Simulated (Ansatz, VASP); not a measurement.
# CoO in VASP and in Ansatz

File INCAR:

```
PREC     = Accurate       # precision mode
ENCUT    = 600            # plane-wave cutoff, eV
EDIFF    = 1E-6           # SCF threshold, eV
ISMEAR   = 0              # smearing method
SIGMA    = 0.05           # smearing width, eV
LREAL    = False          # projectors in reciprocal space
LASPH    = True           # aspherical terms in the spheres
NELM     = 200            # most SCF steps
ALGO     = Normal         # electronic algorithm
ISIF     = 2              # what is computed and relaxed
LWAVE    = False          # write WAVECAR
LCHARG   = False          # write CHGCAR
ISPIN    = 2              # spin polarisation
MAGMOM   = 2.79 0.31      # initial moments
LORBIT   = 11             # projections on sites
LMAXMIX  = 4              # l up to which the mixer works
LDAU     = True           # DFT+U
LDAUTYPE = 2            
LDAUL    = 2 -1           # shell
LDAUU    = 3.3 0          # U, eV
LDAUJ    = 0 0          
LDAUPRINT= 1            
GGA      = CA             # functional
NBANDS   = 22             # bands
GGA_COMPAT= False
```

File KPOINTS:

```
Automatic mesh
0
Gamma
  10 10 10
```

File POSCAR:

```
CoO
1.0
    0.0000000000      2.0700633910      2.0700633910
    2.0700633910      0.0000000000      2.0700633910
    2.0700633910      2.0700633910      0.0000000000
Co O
1 1
Direct
    0.0000000000      0.0000000000      0.0000000000
    0.5000000000      0.5000000000      0.5000000000
```

Input for Ansatz:

```yaml
crystal:
  lattice:
    - [0.0, 2.070063391, 2.070063391]
    - [2.070063391, 0.0, 2.070063391]
    - [2.070063391, 2.070063391, 0.0]
  atoms:
    - { symbol: Co, position: [0.0, 0.0, 0.0], spin: 2.8 }
    - { symbol: O, position: [0.5, 0.5, 0.5] }
basis:
  ecutwfc: 420
  ecutrho_ratio: 4
kpoints:
  mp_grid: { grid: [10, 10, 10] }
hamiltonian:
  xc: lda
  hubbard:
    sites:
      - { species: Co, l: d, u_eff: 3.3, starting_ns: start.occupation_matrices }
    ns_hold: { iters: 6 }
scf:
  occupations: { method: gaussian, width: 0.05 }
  lower_state_search: "off"
output:
  forces: true
  stress: true
  eigenvalues: true
  populations: true
  hubbard: { sites: [{ species: Co, l: d }] }
magnetization:
  spin_polarized: true
```

Alike in both runs: task single point; functional LDA; k mesh 10 × 10 × 10; occupations gaussian, width 0.05 eV; collinear spin; Hubbard terms Co d U = 3.3 eV.

|  | VASP | Ansatz |
| --- | --- | --- |
| version | VASP 6.6.1 | Ansatz 0.2.0 |
| potentials or method | VASP PAW LDA potentials, release 64 (Co_sv, O), cutoff 600 eV | scalar-relativistic, plane waves, PAW |
| valence electrons in the cell | 23 | 23 |

|  | VASP | Ansatz | Ansatz less VASP |
| --- | --- | --- | --- |
| pressure (GPa) | -2.4 | 9.7 | +12.05 |
| net moment per atom (μB) | 1.50 | 1.50 | +0.001 |
| size of the moment on the site where the two differ most (μB) | 2.65 | 2.54 | -0.106 |

LDA's correlation is that of Perdew and Zunger in VASP and of Perdew and Wang (1992) in Ansatz. Site moments also hang on the region over which each program counts them. The programs project onto different local orbitals, so the same U acts differently, and such runs can settle in different states. Ansatz's warnings: symmetry narrowed by occupation matrices.
